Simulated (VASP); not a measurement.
# In3GaAs4 in VASP: notebook, part 2 of 2

VASP 6.6.1.

## (3) Single point, PBE (25.53 Å³/atom)

This run uses another cell than the first one, of 25.53 Å³/atom.

File INCAR:

```
SYSTEM = In3GaAs4
PREC = Accurate ; ENCUT = 520
EDIFF = 1E-7 ; ISMEAR = 0
SIGMA = 0.1 ; LREAL = .FALSE.
LASPH = .TRUE. ; NELM = 100
ALGO = Normal ; ISIF = 2
LWAVE = .FALSE. ; LCHARG = .FALSE.
GGA = PE ; NBANDS = 46
```

File KPOINTS:

```
Automatic mesh
0
G
  6 6 6
  0 0 0
```

File POSCAR:

```
In3GaAs4
1.0
    5.8892815252      0.0000000000      0.0000000000
    0.0000000000      5.8892815252      0.0000000000
    0.0000000000      0.0000000000      5.8892815252
In Ga As
3 1 4
Direct
    0.5000000000      0.0000000000      0.0000000000
    0.0000000000      0.0000000000      0.5000000000
    0.0000000000      0.5000000000      0.0000000000
    0.5000000000      0.5000000000      0.5000000000
    0.2607650625      0.7392349375      0.2607650625
    0.2607650625      0.2607650625      0.7392349375
    0.7392349375      0.7392349375      0.7392349375
    0.7392349375      0.2607650625      0.2607650625
```

Potentials or basis: VASP PAW PBE potentials, release 64 (In_d, Ga_d, As).

On the command line:

```sh
$ cat potpaw_PBE.64/In_d/POTCAR potpaw_PBE.64/Ga_d/POTCAR potpaw_PBE.64/As/POTCAR > POTCAR
$ mpirun -np 1 vasp_std > vasp.out
```

OUTCAR:

```text
SYSTEM = In3GaAs4
   PREC = Accurate
   ENCUT = 520
   EDIFF = 1E-7
   ISMEAR = 0
   LREAL = .FALSE.
   LASPH = .TRUE.
   NELM = 100
   ISIF = 2
   GGA = PE

 ion  position               nearest neighbor table
   1  0.500  0.000  0.000-   5 2.59   6 2.59   7 2.59   8 2.59
   2  0.000  0.000  0.500-   5 2.59   6 2.59   7 2.59   8 2.59
   3  0.000  0.500  0.000-   5 2.59   6 2.59   7 2.59   8 2.59
   4  0.500  0.500  0.500-   5 2.44   6 2.44   7 2.44   8 2.44
   5  0.261  0.739  0.261-   4 2.44   2 2.59   3 2.59   1 2.59
   6  0.261  0.261  0.739-   4 2.44   2 2.59   3 2.59   1 2.59
   7  0.739  0.739  0.739-   4 2.44   2 2.59   3 2.59   1 2.59
   8  0.739  0.261  0.261-   4 2.44   2 2.59   3 2.59   1 2.59

  LATTYP: Found a simple cubic cell.
 ALAT       =     5.8892815252

  Lattice vectors:

 A1 = (   5.8892815252,   0.0000000000,   0.0000000000)
 A2 = (   0.0000000000,   5.8892815252,   0.0000000000)
 A3 = (   0.0000000000,   0.0000000000,   5.8892815252)

Analysis of symmetry for initial positions (statically):
=====================================================================
 Subroutine PRICEL returns:
 Original cell was already a primitive cell.
[... 187 lines left out ...]
      1     -10.2086      2.00000
      2     -10.2086      2.00000
      3     -10.2086      2.00000
      4     -10.1095      2.00000
      5     -10.1095      2.00000
      6      -9.8732      2.00000
[... 969 lines left out ...]
     45       9.2966      0.00000
     46       9.6539      0.00000

------------------------ aborting loop because EDIFF is reached ----------------------------------------

  FORCE on cell =-STRESS in cart. coord.  units (eV):
  Direction    XX          YY          ZZ          XY          YZ          ZX
  --------------------------------------------------------------------------------------
  -------------------------------------------------------------------------------------
  Total        7.7625918      7.7625918      7.7625918     -0.0000000     -0.0000000      0.0000000
  in kB       60.8878142     60.8878142     60.8878142     -0.0000000     -0.0000000      0.0000000
  external PRESSURE =      60.8878142 kB  Pullay stress =       0.0000000 kB

 VOLUME and BASIS-vectors are now :
 -----------------------------------------------------------------------------
  energy-cutoff  :      520.00
  volume of cell :      204.26
      direct lattice vectors                 reciprocal lattice vectors
     5.889281525  0.000000000  0.000000000     0.169799999  0.000000000  0.000000000
     0.000000000  5.889281525  0.000000000     0.000000000  0.169799999  0.000000000
     0.000000000  0.000000000  5.889281525     0.000000000  0.000000000  0.169799999

 POSITION                                       TOTAL-FORCE (eV/Angst)
 -----------------------------------------------------------------------------------
      2.94464      0.00000      0.00000        -0.000000     -0.000000     -0.000000
      0.00000      0.00000      2.94464        -0.000000     -0.000000     -0.000000
      0.00000      2.94464      0.00000        -0.000000     -0.000000     -0.000000
      2.94464      2.94464      2.94464        -0.000000     -0.000000     -0.000000
      1.53572      4.35356      1.53572        -0.009036      0.009036     -0.009036
      1.53572      1.53572      4.35356        -0.009036     -0.009036      0.009036
      4.35356      4.35356      4.35356         0.009036      0.009036      0.009036
      4.35356      1.53572      1.53572         0.009036     -0.009036     -0.009036
 -----------------------------------------------------------------------------------
    total drift:                                0.000000      0.000000      0.000000

  FREE ENERGIE OF THE ION-ELECTRON SYSTEM (eV)
  ---------------------------------------------------
  free  energy   TOTEN  =       -30.9695023164 eV

  energy  without entropy=      -30.9686656228  energy(sigma->0) =      -30.96908397
```

OSZICAR:

```text
N       E                     dE             d eps       ncg     rms          rms(c)
DAV:   1     0.716158734097E+03    0.71616E+03   -0.32446E+04  1870   0.190E+03
DAV:   2     0.826075489464E+02   -0.63355E+03   -0.61534E+03  1848   0.517E+02
DAV:   3    -0.251637101539E+02   -0.10777E+03   -0.10441E+03  2148   0.202E+02
DAV:   4    -0.317852157644E+02   -0.66215E+01   -0.65869E+01  2298   0.489E+01
DAV:   5    -0.320040066350E+02   -0.21879E+00   -0.21870E+00  2378   0.952E+00    0.982E+00
DAV:   6    -0.310549183990E+02    0.94909E+00   -0.16846E+00  2546   0.141E+01    0.506E+00
DAV:   7    -0.309675035468E+02    0.87415E-01   -0.94529E-01  2796   0.484E+00    0.131E+00
DAV:   8    -0.309681193172E+02   -0.61577E-03   -0.13067E-01  2534   0.348E+00    0.718E-01
DAV:   9    -0.309683660351E+02   -0.24672E-03   -0.15138E-02  2496   0.158E+00    0.355E-01
DAV:  10    -0.309693027890E+02   -0.93675E-03   -0.31474E-03  2446   0.392E-01    0.135E-01
DAV:  11    -0.309695026839E+02   -0.19989E-03   -0.50975E-04  2566   0.124E-01    0.745E-02
DAV:  12    -0.309694990419E+02    0.36420E-05   -0.56817E-05  2330   0.592E-02    0.233E-02
DAV:  13    -0.309695027907E+02   -0.37488E-05   -0.17127E-05  2288   0.198E-02    0.723E-03
DAV:  14    -0.309695025249E+02    0.26579E-06   -0.43149E-06  2410   0.105E-02    0.910E-03
DAV:  15    -0.309695023245E+02    0.20040E-06   -0.69284E-07  1888   0.378E-03    0.302E-03
DAV:  16    -0.309695023164E+02    0.81163E-08   -0.80815E-08  1262   0.185E-03
   1 F= -.30969502E+02 E0= -.30969084E+02  d E =-.836694E-03
```

Run time: 6.6 min. Hardware: 1 thread of Intel Xeon 8259CL, shared host; peak memory 0.44 GiB.

What came out:

```yaml
Free_energy: -30.9695 eV
Pressure: 6.1 GPa
Largest_force: 0.016 eV/Å
Band_gap_on_the_k_mesh: 0.09 eV
```

Forces in eV/Å, atoms in the order of the input:
```
In   0.000  0.000  0.000
In   0.000  0.000  0.000
In   0.000  0.000  0.000
Ga   0.000  0.000  0.000
As  -0.009  0.009 -0.009
As  -0.009 -0.009  0.009
As   0.009  0.009  0.009
As   0.009 -0.009 -0.009
```

Caveat: the cell stands under pressure; semilocal functionals underestimate gaps, and a narrow one can read as zero; spin-orbit coupling is left out, which moves the levels of the heavy elements.

## (4) Single point, PBE

This run uses another cell than the first one, of 28.06 Å³/atom.

File INCAR:

```
PREC = Accurate
ENCUT = 520
EDIFF = 1E-6
ISMEAR = 0
SIGMA = 0.2
LREAL = False
LASPH = True
NELM = 80
ALGO = Normal
ISIF = 2
LWAVE = False
LCHARG = True
GGA = PE
LELF = True
LVHAR = True
NBANDS = 46
```

File KPOINTS:

```
regular mesh
0
Gamma
  4 4 4
```

File POSCAR:

```
In3GaAs4
1.0
    6.0805497141      0.0008220364      0.0004770379
    0.0007759495      6.0753323142     -0.0023213368
    0.0004649024     -0.0022959979      6.0768781657
In Ga As
3 1 4
Direct
    0.5003195769     -0.0000490762      0.0002392921
   -0.0004823117      0.0000892158      0.5003149899
    0.0003977396      0.4998527552     -0.0002287144
    0.4996125952      0.5001273726      0.4997551064
    0.2598925390      0.7401752765      0.2601594515
    0.2605157299      0.2598718492      0.7397667627
    0.7397358073      0.7394331810      0.7398539509
    0.7400083239      0.2604994259      0.2601391607
```

On the command line:

```sh
$ cat potpaw_PBE.64/In_d/POTCAR potpaw_PBE.64/Ga_d/POTCAR potpaw_PBE.64/As/POTCAR > POTCAR
$ mpirun -np 1 vasp_std > vasp.out
```

It took 12 min on 1 thread of Intel Xeon 8259CL, shared host; peak memory 0.54 GiB.

The run converged. Its results:

```yaml
Free_energy: -31.3163 eV
Pressure: 0.1 GPa
Largest_force: 0.020 eV/Å
Band_gap_on_the_k_mesh: zero (filled and empty bands touch)
```

Forces on the atoms (eV/Å):
```
In  -0.003  0.000 -0.001
In   0.000  0.000 -0.001
In  -0.005  0.002  0.002
Ga   0.001  0.000  0.000
As  -0.004  0.006 -0.008
As  -0.010 -0.009  0.008
As   0.012  0.013  0.010
As   0.009 -0.012 -0.010
```

Levels at points of the mesh, in eV from the Fermi level:
```csv
k point,band 33,band 34,band 35,band 36,band 37,band 38,band 39,band 40
"(0.00, 0.00, 0.00)",-2.18,-0.53,-0.09,-0.09,-0.09,1.56,1.57,1.57
"(0.50, 0.00, 0.00)",-1.55,-1.55,-1.27,-1.26,2.06,2.13,2.57,2.74
"(0.00, 0.50, 0.00)",-1.56,-1.55,-1.27,-1.26,2.05,2.12,2.58,2.74
"(0.50, 0.50, 0.00)",-1.19,-1.19,-1.07,-0.79,2.11,2.14,2.61,2.61
"(0.00, 0.00, 0.50)",-1.55,-1.55,-1.27,-1.26,2.05,2.13,2.57,2.74
"(0.50, 0.00, 0.50)",-1.19,-1.19,-1.07,-0.79,2.11,2.14,2.61,2.61
"(0.00, 0.50, 0.50)",-1.19,-1.19,-1.07,-0.78,2.12,2.15,2.61,2.62
"(0.50, 0.50, 0.50)",-0.92,-0.92,-0.82,-0.81,0.38,0.82,0.83,0.83
```

Caveat: semilocal functionals underestimate gaps, and a narrow one can read as zero; spin-orbit coupling is left out, which moves the levels of the heavy elements.

## (5) Overview

```csv
cell,k mesh,smearing,gap on the mesh (eV),pressure (GPa),largest force (eV/Å)
"a = 5.824 Å, 8 atoms, atomic positions A",6 × 6 × 6,gaussian 0.1 eV,0.28,8.9,0.01
"a = 5.889 Å, 8 atoms, atomic positions B",6 × 6 × 6,gaussian 0.1 eV,0.09,6.1,0.02
"a = 6.081, b = 6.075, c = 6.077 Å, 8 atoms, atomic positions C",4 × 4 × 4,gaussian 0.2 eV,none,0.1,0.02
```

Alike in all rows: task single point; level PBE; potentials or basis VASP PAW PBE potentials, release 64 (In_d, Ga_d, As); no spin polarisation; cutoff (eV) 520.

Caveats: semilocal functionals underestimate gaps, and a narrow one can read as zero; spin-orbit coupling is left out, which moves the levels of the heavy elements; the cell stands under pressure (at least some runs).

Total energies depend on the potentials used, so only differences within one code and one set of settings carry meaning.
